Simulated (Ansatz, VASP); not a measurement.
**RhC: VASP beside Ansatz**

```
Rh C
1.0
     2.09242   -2.30806    0.00000
     2.09242    2.30806    0.00000
     0.00000    0.00000    5.31226
Rh C
2 2
Cartesian
  2.0924 0.0000 3.9612
  2.0924 0.0000 1.3511
  0.6814 0.0000 0.0000
  3.5034 0.0000 0.0000
```

Alike in both runs: functional PBE; k mesh 6 × 6 × 6; occupations gaussian, width 0.1 eV; no spin polarisation.

Ansatz relaxed the structure, and its values are those at the end. VASP's run is a single point on that final structure, the one shown.

```csv
,VASP,Ansatz
version,VASP 6.6.1,Ansatz 0.2.0
potentials or method,"VASP PAW PBE potentials, release 64 (Rh_pv, C), cutoff 520 eV","scalar-relativistic, plane waves, PAW"
valence electrons in the cell,38,42
```

Ansatz gave:

```
gap on the k mesh at the Fermi level (eV) : none
pressure (GPa)                            : -0.1
rms of the force components (eV/Å)        : 0.003
```

**Question.** What did VASP give for the same quantities?

**Answer.** gap on the k mesh at the Fermi level (eV): none; pressure (GPa): 0.1; rms of the force components (eV/Å): 0.018.

A gap of «none» marks a metal or a gap that the smearing closes. VASP's potentials hold 38 valence electrons a cell and Ansatz's 42, so a difference there can come from the potentials and not from the codes.
